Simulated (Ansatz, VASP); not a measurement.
# CdSe: VASP beside Ansatz

File INCAR:

```
PREC = Accurate ; ENCUT = 600
EDIFF = 1E-6 ; ISMEAR = -1
SIGMA = 0.1 ; LREAL = False
LASPH = True ; NELM = 100
ALGO = Normal ; ISIF = 3
LWAVE = False ; LCHARG = False
IBRION = 2 ; NSW = 100
EDIFFG = -0.002
```

KPOINTS

```
regular mesh
0
Gamma
  10 10 10
```

POSCAR

```
CdSe
1.0
    3.0702711986      3.0702711986      0.0000000000
   -3.0702711986      3.0702711986      0.0000000000
    0.0000000000      3.0702711986      3.0702711986
Cd Se
1 1
Direct
    0.0000000000      0.0000000000      0.0000000000
    0.7500000000      0.2500000000      0.5000000000
```

Input for Ansatz:

```yaml
crystal:
  lattice:
    - [3.0702711986, 3.0702711986, 0.0]
    - [-3.0702711986, 3.0702711986, 0.0]
    - [0.0, 3.0702711986, 3.0702711986]
  atoms:
    - { symbol: Cd, position: [0.0, 0.0, 0.0] }
    - { symbol: Se, position: [0.75, 0.25, 0.5] }
kpoints:
  mp_grid: { grid: [10, 10, 10] }
scf:
  occupations: { method: fermi_dirac, width: 0.1 }
hamiltonian:
  xc: lda
  pseudopotentials: { kind: paw }
relax:
  f_tol: 0.002
  max_steps: 80
  cell: {}
output:
  forces: true
  stress: true
  write_density: true
  write_potential: true
  elf: true
  volumetric_format: npy
```

Alike in both runs: task relaxation of cell and atoms; functional LDA; k mesh 10 × 10 × 10; occupations fermi-dirac, width 0.1 eV; no spin polarisation.

|  | VASP | Ansatz |
| --- | --- | --- |
| version | VASP 6.6.1 | Ansatz 0.2.0 |
| potentials or method | VASP PAW LDA potentials, release 64 (Cd, Se) | PAW with Ansatz's default frozen-core files, scalar-relativistic |
| plane-wave cutoff (eV) | 600 | 420 |
| valence electrons in the cell | 18 | 36 |

|  | VASP | Ansatz | Ansatz less VASP |
| --- | --- | --- | --- |
| relaxed volume (Å³/atom) | 27.31 | 27.11 | -0.205 |
| relaxed cell length with the largest relative difference (Å) | 4.259 | 4.248 | -0.0107 |

LDA's correlation is that of Perdew and Zunger in VASP and of Perdew and Wang (1992) in Ansatz. VASP's potentials hold 18 valence electrons a cell and Ansatz's 36, so a difference there can come from the potentials and not from the codes.
